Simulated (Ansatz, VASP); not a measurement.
BaZrO3: VASP beside Ansatz

```
Ba Zr O
1.0
     4.18150    0.00000    0.00000
     0.00000    4.18150    0.00000
     0.00000    0.00000    4.18150
Ba Zr O
1 1 3
Cartesian
  2.1438 2.0377 2.0907
  0.0000 0.0000 0.0000
  2.0907 0.0000 0.0000
  0.0000 2.0907 0.0000
  0.0000 0.0000 2.0907
```

Change from the starting cell: all Ba atoms moved +0.075 Å, as atom 1 along Cartesian [1 -1 0].

Alike in both runs: task single point; functional PBE; k mesh 6 × 6 × 6; occupations gaussian, width 0.05 eV; no spin polarisation.

|  | VASP | Ansatz |
| --- | --- | --- |
| version | VASP 6.6.1 | Ansatz 0.2.0 |
| potentials or method | VASP PAW PBE potentials, release 64 (Ba_sv, Zr_sv, O_h), cutoff 910 eV | scalar-relativistic, plane waves, PAW |
| valence electrons in the cell | 40 | 40 |

VASP gave:

* gap on the k mesh at the Fermi level (eV): 3.21
* least direct gap on the mesh (eV): 3.42
* rms of the force components (eV/Å): 0.107

Question: Which values does Ansatz return?

Answer: gap on the k mesh at the Fermi level (eV): 3.25; least direct gap on the mesh (eV): 3.44; rms of the force components (eV/Å): 0.101.

Atom by atom the forces differ by 0.010 eV/Å (rms over components). With one functional, cell and mesh, what is left measures potentials, basis and numerics.

Neither program's run includes spin-orbit coupling. Noted on VASP's run: the cutoff is short for stress, so the pressure is rough.
